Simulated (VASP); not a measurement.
Write the native input for VASP 6.6.1 that does the following.

* Task: single point
* Functional: PBE
* Potentials or basis: VASP PAW PBE potentials, release 64 (Ga_d, Ge_d, Se)
* Cutoff: 520 eV
* k mesh: 10 × 10 × 10
* Occupations: gaussian, width 0.1 eV
* Spin: no spin polarisation
* Dipole correction: no
* Further INCAR settings: ALGO = Normal; EDIFF = 1e-07; NBANDS = 38

The structure of Ga2GeSe3 lies in POSCAR:

```
Ga2GeSe3
1.0
   -2.7640961123      2.7640961123      5.1362679956
    2.7640961123     -2.7640961123      5.1362679956
    2.7640961123      2.7640961123     -5.1362679956
Ga Ge Se
2 1 3
Direct
    0.9915989072      0.4915989072      0.5000000000
    0.4915989072      0.9915989072      0.5000000000
    0.4810224906      0.4810224906      0.0000000000
    0.2318629162      0.2318629162      0.0000000000
    0.2408514493      0.7408514493      0.5000000000
    0.7408514493      0.2408514493      0.5000000000
```

The cell was built from a structure type or drawn by symmetry, and may not be a known phase.

The input as run:

INCAR

```
PREC     = Accurate       # precision mode
ENCUT    = 520            # plane-wave cutoff, eV
EDIFF    = 1E-7           # SCF threshold, eV
ISMEAR   = 0              # smearing method
SIGMA    = 0.1            # smearing width, eV
LREAL    = F              # projectors in reciprocal space
LASPH    = T              # aspherical terms in the spheres
NELM     = 80             # most SCF steps
ALGO     = Normal         # electronic algorithm
ISIF     = 2              # what is computed and relaxed
LWAVE    = F              # write WAVECAR
LCHARG   = T              # write CHGCAR
GGA      = PE             # functional
LELF     = T              # ELF
LVHAR    = T            
NBANDS   = 38             # bands
```

KPOINTS

```
Automatic mesh
0
Gamma
  10 10 10
```

Potentials or basis: VASP PAW PBE potentials, release 64 (Ga_d, Ge_d, Se).

The run is started by

```sh
$ cat potpaw_PBE.64/Ga_d/POTCAR potpaw_PBE.64/Ge_d/POTCAR potpaw_PBE.64/Se/POTCAR > POTCAR
$ mpirun -np 1 vasp_std > vasp.out
```

Results of the run:

```
Pressure               : 0.1 GPa
Largest force          : 0.008 eV/Å
Band gap on the k mesh : zero (bands 29 and 30 overlap by 1.36 eV)
```

Run time: 13 min on 1 thread of Intel(R) Xeon(R) Platinum 8259CL CPU @ 2.50GHz (Skylake/Cascade Lake), with other jobs on the host, peak memory 0.71 GiB.
